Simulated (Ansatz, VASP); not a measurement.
**Two plane-wave programs on NiMoIrPdW**

The input INCAR:

```
AGGAC = 1.0
AGGAX = 1.0
ALDAC = 0.0
ALDAX = 1.0
ALGO = Normal
EDIFF = 1E-6
ENCUT = 600
GGA = B5
GGA_COMPAT = False
ISIF = 2
ISMEAR = -1
ISPIN = 2
KPAR = 4
LASPH = True
LCHARG = False
LMAXMIX = 4
LORBIT = 11
LREAL = False
LWAVE = False
MAGMOM = 1 1 0 0.6 0
NBANDS = 40
NELM = 200
PREC = Accurate
SIGMA = 0.05
```

Contents of KPOINTS:

```
k-points
0
Gamma
  8 8 5
```

File POSCAR:

```
NiMoIrPdW
1.0
    4.1170500000      0.0000000000      0.0000000000
   -2.0585300000      3.5654700000      0.0000000000
    0.0000000000      0.0000000000      5.4458000000
Ni Mo Pd Ir W
1 1 1 1 1
Direct
    0.0000000000      0.0000000000      0.9577500000
    0.6666700000      0.3333300000      0.9616100000
    0.6666700000      0.3333300000      0.4629500000
    0.3333300000      0.6666700000      0.7257200000
    0.3333300000      0.6666700000      0.2364200000
```

Contents of input.yaml:

```yaml
crystal:
  lattice:
    - [4.11705, 0.0, 0.0]
    - [-2.05853, 3.56547, 0.0]
    - [0.0, 0.0, 5.4458]
  atoms:
    - { symbol: Ni, position: [0.0, 0.0, 0.95775], spin: 1.0 }
    - { symbol: Mo, position: [0.66667, 0.33333, 0.96161], spin: 1.0 }
    - { symbol: Pd, position: [0.66667, 0.33333, 0.46295] }
    - { symbol: Ir, position: [0.33333, 0.66667, 0.72572], spin: 0.6 }
    - { symbol: W, position: [0.33333, 0.66667, 0.23642] }
hamiltonian:
  xc: blyp
  pseudopotentials: { kind: paw }
magnetization:
  spin_polarized: true
kpoints:
  mp_grid: { grid: [8, 8, 5] }
  band_path:
    path:
      - [[0.0, 0.0, 0.0], [0.5, 0.0, 0.0], [0.3333333333, 0.3333333333, 0.0], [0.0, 0.0, 0.0], [0.0, 0.0, 0.5], [0.5, 0.0, 0.5], [0.3333333333, 0.3333333333, 0.5], [0.0, 0.0, 0.5]]
      - [[0.5, 0.0, 0.5], [0.5, 0.0, 0.0]]
      - [[0.3333333333, 0.3333333333, 0.0], [0.3333333333, 0.3333333333, 0.5]]
    npoints: 14
scf:
  occupations: { method: fermi_dirac, width: 0.05 }
  n_extra_bands: 12
output:
  forces: true
  stress: true
  eigenvalues: true
  fatbands: false
```

Alike in both runs: functional BLYP; k mesh 8 × 8 × 5; occupations fermi-dirac, width 0.05 eV; collinear spin.

```csv
,VASP,Ansatz
version,VASP 6.6.1,Ansatz 0.2.0
potentials or method,"VASP PAW PBE potentials, release 64 (Ni, Mo_sv, Pd, Ir, W_sv)",Ansatz PAW
plane-wave cutoff (eV),600,420
valence electrons in the cell,57,81
task,single point,band structure
```

```csv
,VASP,Ansatz,Ansatz less VASP
gap on the k mesh at the Fermi level (eV),none,none,-
pressure (GPa),10.6,9.7,-0.96
"traceless stress, the component that is largest in VASP (GPa)",0.61,0.45,-0.161
rms of the force components (eV/Å),0.063,0.063,-0.0001
net moment per atom (μB),0.00,0.00,0.000
```

VASP's potentials were made for PBE, not for BLYP. Atom by atom the forces differ by 0.007 eV/Å (rms over components). A gap of «none» marks a metal or a gap that the smearing closes. VASP's potentials hold 57 valence electrons a cell and Ansatz's 81, so a difference there can come from the potentials and not from the codes.

Neither program's run includes spin-orbit coupling.
